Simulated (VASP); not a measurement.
# HgTe (CsCl type) (Pm-3m) in VASP: a series of runs

Runs on HgTe (CsCl type). Level: PBE. Tasks: single point.

Program: VASP 6.6.1. These are calculated values, not measurements. Logs are shortened: lines on timing, memory, paths and dates and some standing lists are left out, and cuts for length are marked.

## (1) The cell of the first run

Symmetry: Pm-3m, No. 221, cubic system. The conventional cell has a = 3.727 Å, b = 3.727 Å, c = 3.727 Å, α = 90.00°, β = 90.00°, γ = 90.00°. Hg (site symmetry m-3m) has 8 Te at 3.23 Å and 6 Hg at 3.73 Å within 4.2 Å. Within 4.2 Å of Te (site symmetry m-3m) lie 8 Hg at 3.23 Å and 6 Te at 3.73 Å.

## (2) Single point, PBE (volume scaled by 0.94)

The input, INCAR:

```
ALGO = Normal
EDIFF = 1E-6
ENCUT = 520
GGA = PE
ISIF = 2
ISMEAR = -1
LASPH = T
LCHARG = F
LREAL = F
LWAVE = F
NBANDS = 16
NELM = 80
PREC = Accurate
SIGMA = 0.05
```

The input, KPOINTS:

```
k-points
0
Gamma
  11 11 11
```

The input, POSCAR:

```
HgTe
1.0
    3.7274671243      0.0000000000      0.0000000000
    0.0000000000      3.7274671243      0.0000000000
    0.0000000000      0.0000000000      3.7274671243
Hg Te
1 1
Direct
    0.0000000000      0.0000000000      0.0000000000
    0.5000000000      0.5000000000      0.5000000000
```

Potentials or basis: VASP PAW PBE potentials, release 64 (Hg, Te).

Command:

```
cat potpaw_PBE.64/Hg/POTCAR potpaw_PBE.64/Te/POTCAR > POTCAR
mpirun -np 1 vasp_std > vasp.out
```

OUTCAR:

```text
EDIFF = 1E-6
   ENCUT = 520
   GGA = PE
   ISIF = 2
   ISMEAR = -1
   LASPH = T
   LREAL = F
   NELM = 80
   PREC = Accurate

 ion  position               nearest neighbor table
   1  0.000  0.000  0.000-   2 3.23   2 3.23   2 3.23   2 3.23   2 3.23   2 3.23   2 3.23   2 3.23

   2  0.500  0.500  0.500-   1 3.23   1 3.23   1 3.23   1 3.23   1 3.23   1 3.23   1 3.23   1 3.23

  LATTYP: Found a simple cubic cell.
 ALAT       =     3.7274671243

  Lattice vectors:

 A1 = (   3.7274671243,   0.0000000000,   0.0000000000)
 A2 = (   0.0000000000,   3.7274671243,   0.0000000000)
 A3 = (   0.0000000000,   0.0000000000,   3.7274671243)

Analysis of symmetry for initial positions (statically):
=====================================================================
 Subroutine PRICEL returns:
 Original cell was already a primitive cell.

 Routine SETGRP: Setting up the symmetry group for a
 simple cubic supercell.

 Subroutine GETGRP returns: Found 48 space group operations
 (whereof 48 operations were pure point group operations)
 out of a pool of 48 trial point group operations.

The static configuration has the point symmetry O_h .

Analysis of symmetry for dynamics (positions and initial velocities):
=====================================================================
 Subroutine PRICEL returns:
 Original cell was already a primitive cell.

 Routine SETGRP: Setting up the symmetry group for a
 simple cubic supercell.

 Subroutine GETGRP returns: Found 48 space group operations
 (whereof 48 operations were pure point group operations)
 out of a pool of 48 trial point group operations.

The dynamic configuration has the point symmetry O_h .

 Subroutine INISYM returns: Found 48 space group operations
 (whereof 48 operations are pure point group operations),
 and found     1 'primitive' translations

----------------------------------------------------------------------------------------

                                     Primitive cell
[... 75 lines left out ...]
   total plane-waves  NPLWV =  21952
   dimension x,y,z NGX =    28 NGY =   28 NGZ =   28
   dimension x,y,z NGXF=    56 NGYF=   56 NGZF=   56
   ions per type =               1   1
   NGX,Y,Z   is equivalent  to a cutoff of  12.49, 12.49, 12.49 a.u.
   NGXF,Y,Z  is equivalent  to a cutoff of  24.98, 24.98, 24.98 a.u.
 SYSTEM =  unknown system
   PREC   = accura    normal or accurate (medium, high low for compatibility)
   ISTART =      0    job   : 0-new  1-cont  2-samecut
   ICHARG =      2    charge: 1-file 2-atom 10-const
   ISPIN  =      1    spin polarized calculation?
   LNONCOLLINEAR =      F non collinear calculations
   LSORBIT =      F    spin-orbit coupling
   LASPH  =      T    aspherical Exc in radial PAW
   ENCUT  =  520.0 eV  38.22 Ry    6.18 a.u.   6.93  6.93  6.93*2*pi/ulx,y,z
   NELM   =     80;   NELMIN=  2; NELMDL= -5     # of ELM steps
   EDIFF  = 0.1E-05   stopping-criterion for ELM
   LREAL  =      F    real-space projection
   EDIFFG = 0.1E-04   stopping-criterion for IOM
   NSW    =      0    number of steps for IOM
   IBRION =     -1    ionic relax: 0-MD 1-quasi-New 2-CG
   NFREE  =      0    steps in history (QN), initial steepest desc. (CG)
   ISIF   =      2    stress and relaxation
   ISYM   =      2    0-nonsym 1-usesym 2-fastsym
   POTIM  = 0.5000    time-step for ionic-motion
   TEBEG  =    0.0;   TEEND  =   0.0 temperature during run
   PSTRESS=    0.0 pullay stress
   NELECT =      18.0000    total number of electrons
   NUPDOWN=      -1.0000    fix difference up-down
   EMIN   =  10.00;   EMAX   =-10.00  energy-range for DOS
   EFERMI =   0.00;   METHOD = LEGACY
   ISMEAR =    -1;   SIGMA  =   0.05  broadening in eV -4-tet -1-fermi 0-gaus
   EFERMI_NEDOS =   21; number of points for ismear=-14 and -15
   IALGO  =     38    algorithm
   IMIX   =      4    mixing-type and parameters
     AMIX     =   0.40;   BMIX     =  1.00
     AMIX_MAG =   1.60;   BMIX_MAG =  1.00
  volume/ion in A,a.u.               =      25.89       174.75
  Fermi-wavevector in a.u.,A,eV,Ry     =   1.151026  2.175124 18.025830  1.324861
  Thomas-Fermi vector in A             =   2.287686
   LORBIT       =      0    0 simple, 1 ext, 2 COOP (PROOUT), +10 PAW based schemes
   GGA     = PE    functional components
   LHFCALC =     F    Hartree Fock is set to
   AEXX    =    0.0000 exact exchange contribution
   IVDW    =     0    specifies the selected vdW correction
   LEPSILON=     F    determine dielectric tensor
   LRPA    =     F    only Hartree local field effects (RPA)
 non-spin polarized calculation
  energy-cutoff  :      520.00
  volume of cell :       51.79
 maximum number of plane-waves:      1415
 NGX is ok and might be reduce to    28
   NGX = 13   NGY = 13   NGZ = 13

 number of electron      18.0000004 magnetization

 Free energy of the ion-electron system (eV)
  ---------------------------------------------------
  ext. energy  EPLUGINS =         0.00000000
  ---------------------------------------------------
  free energy    TOTEN  =        -2.80450669 eV

  energy without entropy =       -2.79547919  energy(sigma->0) =       -2.79999294

 E-fermi :   5.3570     XC(G=0): -10.4605

 val. band max:        5.3172007542   @ k =   0.3636   0.1818   0.0909
 cond. band min:       5.3668939070   @ k =   0.3636   0.0909   0.0909
 fundamental gap:      0.0496931528
 Fermi energy:         5.3569633454

 k-point     1 :       0.0000    0.0000    0.0000
  band No.  band energies     occupation
      1      -7.2178      2.00000
      2      -1.3622      2.00000
      3      -1.3622      2.00000
      4      -0.8239      2.00000
      5      -0.8239      2.00000
      6      -0.8239      2.00000
[... 433 lines left out ...]
      3      -1.2872      2.00000
      4      -1.0604      2.00000
      5      -1.0180      2.00000
      6      -0.8559      2.00000
[... 8 lines left out ...]
     15      15.0333      0.00000
     16      17.1098      0.00000

 [... further k-points ...]
[... 5 lines left out ...]
  --------------------------------------------------------------------------------------
  -------------------------------------------------------------------------------------
  Total        1.0858906      1.0858906      1.0858906     -0.0000000      0.0000000     -0.0000000
  in kB       33.5934945     33.5934945     33.5934945     -0.0000000      0.0000000     -0.0000000
  external PRESSURE =      33.5934945 kB  Pullay stress =       0.0000000 kB

 VOLUME and BASIS-vectors are now :
 -----------------------------------------------------------------------------
  energy-cutoff  :      520.00
  volume of cell :       51.79
      direct lattice vectors                 reciprocal lattice vectors
     3.727467124  0.000000000  0.000000000     0.268278691  0.000000000  0.000000000
     0.000000000  3.727467124  0.000000000     0.000000000  0.268278691  0.000000000
     0.000000000  0.000000000  3.727467124     0.000000000  0.000000000  0.268278691

 POSITION                                       TOTAL-FORCE (eV/Angst)
 -----------------------------------------------------------------------------------
      0.00000      0.00000      0.00000         0.000000      0.000000      0.000000
      1.86373      1.86373      1.86373         0.000000      0.000000      0.000000
 -----------------------------------------------------------------------------------
    total drift:                               -0.000000      0.000000     -0.000000

  FREE ENERGIE OF THE ION-ELECTRON SYSTEM (eV)
  ---------------------------------------------------
  free  energy   TOTEN  =        -2.8045066878 eV

  energy  without entropy=       -2.7954791946  energy(sigma->0) =       -2.79999294
```

Wall time 52 s (1 thread of Intel Xeon 8259CL, shared host); peak memory 0.19 GiB.

What came out:

| Quantity | Value |
| --- | --- |
| Free energy | -2.8045 eV |
| Pressure | 3.4 GPa |
| Band gap on the k mesh | zero (band 9 reaches 6.07 eV, above the bottom of band 10 at 4.09 eV) |

Levels at points of the mesh, in eV from the Fermi level:
| k point | band 5 | band 6 | band 7 | band 8 | band 9 | band 10 | band 11 | band 12 | band 13 | band 14 |
| --- | --- | --- | --- | --- | --- | --- | --- | --- | --- | --- |
| (0.00, 0.00, 0.00) | -6.18 | -6.18 | -2.01 | -0.96 | -0.96 | -0.96 | 5.66 | 5.66 | 10.14 | 10.14 |

Caveat: the cell differs from its parent crystal (volume scaled by 0.94); spin-orbit coupling is left out, which moves the levels of the heavy elements.

## (3) Single point, PBE

This run uses another cell than the first one, of 27.55 Å³/atom, 1.064 times its volume.

The input, INCAR:

```
PREC = Accurate ; ENCUT = 520
EDIFF = 1E-7 ; ISMEAR = -1
SIGMA = 0.05 ; LREAL = False
LASPH = True ; NELM = 100
ALGO = Normal ; ISIF = 2
LWAVE = False ; LCHARG = True
GGA = PE ; LELF = True
LVHAR = True ; NBANDS = 16
```

The input, KPOINTS:

```
regular mesh
0
Gamma
  11 11 11
```

The input, POSCAR:

```
HgTe
1.0
    3.8051449394      0.0000000000      0.0000000000
    0.0000000000      3.8051449394      0.0000000000
    0.0000000000      0.0000000000      3.8051449394
Hg Te
1 1
Direct
    0.0000000000      0.0000000000      0.0000000000
    0.5000000000      0.5000000000      0.5000000000
```

Potentials or basis: VASP PAW PBE potentials, release 64 (Hg, Te).

Command:

```
cat potpaw_PBE.64/Hg/POTCAR potpaw_PBE.64/Te/POTCAR > POTCAR
mpirun -np 1 vasp_std > vasp.out
```

Wall time 56 s (1 thread of Intel Xeon 8259CL, shared host); peak memory 0.19 GiB.

It converged, with:

| Quantity | Value |
| --- | --- |
| Free energy | -2.8385 eV |
| Pressure | 0.1 GPa |
| Band gap on the k mesh | zero (band 9 reaches 5.26 eV, above the bottom of band 10 at 3.41 eV) |

Levels at points of the mesh, in eV from the Fermi level:
| k point | band 6 | band 7 | band 8 | band 9 | band 10 | band 11 | band 12 | band 13 |
| --- | --- | --- | --- | --- | --- | --- | --- | --- |
| (0.00, 0.00, 0.00) | -6.00 | -2.13 | -0.84 | -0.84 | -0.84 | 5.71 | 5.71 | 9.71 |

Caveat: spin-orbit coupling is left out, which moves the levels of the heavy elements.

## (4) Single point, PBE

This run uses another cell than the first one, of 27.55 Å³/atom, 1.064 times its volume.

The input, INCAR:

```
SYSTEM = HgTe
PREC = Accurate
ENCUT = 520
EDIFF = 1E-6
ISMEAR = -1
SIGMA = 0.05
LREAL = .FALSE.
LASPH = .TRUE.
NELM = 80
ALGO = Normal
ISIF = 2
LWAVE = .FALSE.
LCHARG = .TRUE.
GGA = PE
LELF = .TRUE.
LVHAR = .TRUE.
NBANDS = 16
```

The input, KPOINTS:

```
regular mesh
0
G
  11 11 11
  0 0 0
```

POSCAR is that of step 3.

Command:

```
cat potpaw_PBE.64/Hg/POTCAR potpaw_PBE.64/Te/POTCAR > POTCAR
mpirun -np 1 vasp_std > vasp.out
```

It took 56 s on 1 thread of Intel Xeon 8259CL, shared host; peak memory 0.19 GiB.

It converged, with:

- Free energy: -2.8385 eV
- Pressure: 0.1 GPa
- Band gap on the k mesh: zero (band 9 reaches 5.26 eV, above the bottom of band 10 at 3.41 eV)

Levels at points of the mesh, in eV from the Fermi level:
| k point | band 6 | band 7 | band 8 | band 9 | band 10 | band 11 | band 12 | band 13 |
| --- | --- | --- | --- | --- | --- | --- | --- | --- |
| (0.00, 0.00, 0.00) | -6.00 | -2.13 | -0.84 | -0.84 | -0.84 | 5.71 | 5.71 | 9.71 |

Caveat: spin-orbit coupling is left out, which moves the levels of the heavy elements.
